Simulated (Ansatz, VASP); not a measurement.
# CaOs: VASP beside Ansatz

The input INCAR:

```
PREC     = Accurate       # precision mode
ENCUT    = 600            # plane-wave cutoff, eV
EDIFF    = 1E-6           # SCF threshold, eV
ISMEAR   = 0              # smearing method
SIGMA    = 0.1            # smearing width, eV
LREAL    = F              # projectors in reciprocal space
LASPH    = T              # aspherical terms in the spheres
NELM     = 60             # most SCF steps
ALGO     = Fast           # electronic algorithm
ISIF     = 3              # what is computed and relaxed
LWAVE    = F              # write WAVECAR
LCHARG   = F              # write CHGCAR
GGA      = PE             # functional
IBRION   = 2              # ionic algorithm
NSW      = 100            # ionic steps
EDIFFG   = -0.01          # ionic threshold
```

KPOINTS

```
regular mesh
0
Gamma
  20 20 12
```

Contents of POSCAR:

```
CaOs
1.0
    2.8708586560      0.0000000000      0.0000000000
    0.0000000000      2.8708586560      0.0000000000
    0.0000000000      0.0000000000      4.6399625650
Ca Os
1 1
Direct
    0.5000000000      0.5000000000      0.5000000000
    0.0000000000      0.0000000000      0.0000000000
```

Input for Ansatz:

```yaml
crystal:
  lattice:
    - [2.870858656, 0.0, 0.0]
    - [0.0, 2.870858656, 0.0]
    - [0.0, 0.0, 4.639962565]
  atoms:
    - { symbol: Ca, position: [0.5, 0.5, 0.5] }
    - { symbol: Os, position: [0.0, 0.0, 0.0] }
basis:
  ecutwfc: 420
kpoints:
  mp_grid: { grid: [20, 20, 12] }
hamiltonian:
  xc: pbe
scf:
  occupations: { method: gaussian, width: 0.1 }
output:
  forces: true
  stress: true
  eigenvalues: true
  write_density: true
  write_potential: true
  elf: true
  volumetric_format: npy
relax:
  adjacent_minimum: "off"
  f_tol: 0.01
  max_steps: 80
  cell: { stress_tol: 0.05 }
```

Alike in both runs: task relaxation of cell and atoms; functional PBE; k mesh 20 × 20 × 12; occupations gaussian, width 0.1 eV; no spin polarisation.

```csv
,VASP,Ansatz
version,VASP 6.6.1,Ansatz 0.2.0
potentials or method,"VASP PAW PBE potentials, release 64 (Ca_sv, Os), cutoff 600 eV","scalar-relativistic, plane waves, PAW"
valence electrons in the cell,18,26
```

```tsv
	VASP	Ansatz	Ansatz less VASP
gap on the k mesh at the Fermi level, each at its own relaxed structure (eV)	none	none	-
relaxed volume (Å³/atom)	19.07	19.03	-0.047
relaxed length of the cell vector where the two differ most in proportion (Å)	2.860	2.854	-0.0069
```

A gap of «none» marks a metal or a gap that the smearing closes. VASP's potentials hold 18 valence electrons a cell and Ansatz's 26, so a difference there can come from the potentials and not from the codes.

Spin-orbit coupling is off throughout.
